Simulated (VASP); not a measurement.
Wanted: the native input for a VASP 6.6.1 run.

```yaml
Task: electric field gradients
Functional: PBE
Potentials_or_basis: VASP PAW PBE potentials, release 64 (Ta_pv)
Cutoff: 520 eV
k_mesh: 17 × 17 × 17
Occupations: fermi-dirac, width 0.08 eV
Spin: no spin polarisation
Dipole_correction: no
Further_INCAR_settings: ALGO = Normal; EDIFF = 1e-08; NBANDS = 12
```

The structure of Ta lies in POSCAR:

```
Ta
1.0
   -1.6677928000      1.6512800000      1.6512800000
    1.6512800000     -1.6677928000      1.6512800000
    1.6512800000      1.6512800000     -1.6677928000
Ta
1
Direct
    0.0000000000      0.0000000000      0.0000000000
```

This cell differs from its parent crystal: equal xy, yz and zx shear strains of -1 %.

These files were run (other wordings do the same):

INCAR

```
SYSTEM = Ta
ALGO = Normal
EDIFF = 1E-8
ENCUT = 520
GGA = PE
ISIF = 2
ISMEAR = -1
LASPH = .TRUE.
LCHARG = .FALSE.
LEFG = .TRUE.
LREAL = .FALSE.
LWAVE = .FALSE.
NBANDS = 12
NELM = 60
PREC = Accurate
SIGMA = 0.08
```

KPOINTS

```
k-points
0
G
  17 17 17
  0 0 0
```

Potentials or basis: VASP PAW PBE potentials, release 64 (Ta_pv).

The run is started by

```bash
$ cat potpaw_PBE.64/Ta_pv/POTCAR > POTCAR
$ mpirun -np 1 vasp_std > vasp.out
```

It gave:

```json
{
  "Pressure": "3.3 GPa"
}
```

Caveat: the cell differs from its parent crystal (equal xy, yz and zx shear strains of -1 %); without QUAD_EFG the Cq values of the log hold for a quadrupole moment of 1 mb, not for the nuclei.

It took 55 s on 1 thread of AMD EPYC 9R45 96-Core Processor (Zen 5), with other jobs on the host, peak memory 0.19 GiB.
